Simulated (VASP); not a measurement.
**BN: single point with r2SCAN**

Crystal: BN.

```
B N
1.0
     2.57664    0.00000    0.00000
     0.00000    7.17380    0.00000
     0.00000    0.00000    4.45876
B N
4 4
Direct
  0.50000 0.00000 0.50007
  0.50000 0.50000 0.00007
  0.00000 0.00000 0.00007
  0.00000 0.50000 0.50007
  0.50000 0.00000 0.16663
  0.50000 0.50000 0.66663
  0.00000 0.00000 0.66663
  0.00000 0.50000 0.16663
```

```json
{
  "Program": "VASP 6.6.1",
  "Task": "single point",
  "Functional": "r2SCAN",
  "Potentials or basis": "VASP PAW PBE potentials, release 64 (B, N)",
  "Cutoff": "520 eV",
  "k mesh": "10 × 4 × 6",
  "Occupations": "gaussian, width 0.02 eV",
  "Spin": "no spin polarisation",
  "Dipole correction": "no",
  "Further INCAR settings": "ALGO = Normal; EDIFF = 1e-07; NBANDS = 26"
}
```

```json
{"Pressure": "-17.7 GPa", "Band gap on the k mesh": "4.22 eV"}
```

Stress tensor (GPa, compression positive):
```
-26.20   0.00   0.00
  0.00  -0.66   0.00
  0.00   0.00 -26.16
```

Levels at points of the mesh, in eV from the valence-band top:
```csv
k point,band 13,band 14,band 15,band 16,band 17,band 18,band 19,band 20
"(0.00, 0.00, 0.00)",-1.58,-1.58,-1.40,-0.53,4.22,4.99,6.14,9.19
"(0.50, 0.00, 0.00)",-1.56,-1.56,-0.79,-0.79,5.87,5.87,6.15,6.15
"(0.00, 0.50, 0.00)",-1.58,-1.58,-0.99,-0.99,5.02,5.02,6.98,6.98
"(0.50, 0.50, 0.00)",-1.18,-1.18,-1.18,-1.18,5.92,5.92,5.92,5.92
"(0.00, 0.00, 0.50)",-3.13,-3.13,-2.87,-2.87,6.86,6.86,8.30,8.30
"(0.50, 0.00, 0.50)",-1.02,-1.02,-1.02,-1.02,5.18,5.18,5.18,5.18
"(0.00, 0.50, 0.50)",-3.15,-3.15,-3.15,-3.15,7.93,7.93,7.93,7.93
"(0.50, 0.50, 0.50)",-0.99,-0.99,-0.99,-0.99,5.00,5.00,5.00,5.00
```

Wall time 4 min on 1 thread of Intel(R) Xeon(R) 6975P-C (Granite Rapids) (shared host), peak memory 0.26 GiB.

Caveat: the stress differs along the axes, from -26 to -1 GPa; the PAW data sets were made with another functional, which shifts forces and pressure a little. A k mesh can miss the band edges.
